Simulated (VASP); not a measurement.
Write the native input for VASP 6.6.1 that does the following.

* Task: single point
* Functional: PBE
* Potentials or basis: VASP PAW PBE potentials, release 64 (Ir)
* Cutoff: 520 eV
* k mesh: 18 × 18 × 18
* Occupations: gaussian, width 0.1 eV
* Spin: no spin polarisation
* Dipole correction: no
* Further INCAR settings: ALGO = Normal; EDIFF = 1e-06; NBANDS = 10

The structure of Ir lies in POSCAR:

```
Ir
1.0
    0.0000000000      1.9353284930      1.9353284930
    1.9353284930      0.0000000000      1.9353284930
    1.9353284930      1.9353284930      0.0000000000
Ir
1
Direct
    0.0000000000      0.0000000000      0.0000000000
```

One way to write it, as run:

INCAR

```
PREC = Accurate
ENCUT = 520
EDIFF = 1E-6
ISMEAR = 0
SIGMA = 0.1
LREAL = F
LASPH = T
NELM = 100
ALGO = Normal
ISIF = 2
LWAVE = F
LCHARG = F
GGA = PE
NBANDS = 10
```

KPOINTS

```
Automatic mesh
0
Gamma
  18 18 18
```

Potentials or basis: VASP PAW PBE potentials, release 64 (Ir).

Launch:

```sh
$ cat potpaw_PBE.64/Ir/POTCAR > POTCAR
$ mpirun -np 1 vasp_std > vasp.out
```

Results of the run:

```json
{
  "Pressure": "0.5 GPa",
  "Band gap on the k mesh": "zero (an odd number of electrons rules out a gap without spin polarisation)"
}
```

Caveat: spin-orbit coupling is left out, which moves the levels of the heavy elements.

Run time: 24 s on 1 thread of Intel(R) Xeon(R) Platinum 8175M CPU @ 2.50GHz (Skylake/Cascade Lake) (shared host), peak memory 0.15 GiB.
